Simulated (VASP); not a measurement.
**PbSe: electric field gradients with PBEsol**

Crystal: PbSe.

```
Pb Se
1.0
     0.00000    3.06215    3.06215
     3.06215    0.00000    3.06215
     3.06215    3.06215    0.00000
Pb Se
1 1
Cartesian
  0.0000 0.0000 0.0000
  3.0621 3.0621 3.0621
```

```
Program                : VASP 6.6.1
Task                   : electric field gradients
Functional             : PBEsol
Potentials or basis    : VASP PAW PBE potentials, release 64 (Pb_d, Se)
Cutoff                 : 400 eV
k mesh                 : 9 × 9 × 9
Occupations            : fermi-dirac, width 0.01 eV
Spin                   : no spin polarisation
Dipole correction      : no
Further INCAR settings : ALGO = Normal; EDIFF = 1e-08; NBANDS = 17
```

- Pressure: -0.6 GPa

Levels at points of the mesh, in eV from the Fermi level:
```tsv
k point	band 7	band 8	band 9	band 10	band 11	band 12	band 13	band 14
(0.00, 0.00, 0.00)	-6.35	-1.88	-1.88	-1.88	4.66	4.66	4.66	6.43
```

Wall time 13 s on 1 thread of Intel(R) Xeon(R) 6975P-C (Granite Rapids) (shared host), peak memory 0.16 GiB.

Caveat: this odd mesh misses L, where the gap lies, so gap, dielectric constants and Born charges aren't listed; without QUAD_EFG the Cq values of the log hold for a quadrupole moment of 1 mb, not for the nuclei; the PAW data sets were made with another functional, which shifts forces and pressure a little; spin-orbit coupling is left out, which moves the levels of the heavy elements.
